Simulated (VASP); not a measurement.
A run of VASP 6.6.1:

Contents of INCAR:

```
SYSTEM = CdS
PREC = Accurate
ENCUT = 500
EDIFF = 1E-6
ISMEAR = 0
SIGMA = 0.01
LREAL = .False.
LASPH = .True.
NELM = 120
ALGO = Normal
ISIF = 2
LWAVE = .False.
LCHARG = .False.
GGA = PS
NBANDS = 16
GGA_COMPAT = .False.
```

The input KPOINTS:

```
regular mesh
0
Gamma
  6 6 4
  0 0 0
```

File POSCAR:

```
CdS
1.0
    4.2611700000      0.0000000000      0.0000000000
   -2.1305850000      3.6902814698      0.0000000000
    0.0000000000      0.0000000000      5.8041730000
Cd S
1 1
Direct
    0.0000000000      0.0000000000      0.4426920000
    0.6666666667      0.3333333333      0.4343080000
```

Potentials or basis: VASP PAW PBE potentials, release 64 (Cd, S).

Command:

```bash
$ cat potpaw_PBE.64/Cd/POTCAR potpaw_PBE.64/S/POTCAR > POTCAR
$ mpirun -np 1 vasp_std > vasp.out
```

Hardware: 1 thread of Intel(R) Xeon(R) Platinum 8488C (Sapphire Rapids), with other jobs on the host.

Task: Estimate the wall time of this run.

Result: Wall time 24 s on 1 thread of Intel(R) Xeon(R) Platinum 8488C (Sapphire Rapids) (shared host), peak memory 0.2 GiB. Counts: scf iterations 15, k points 24.
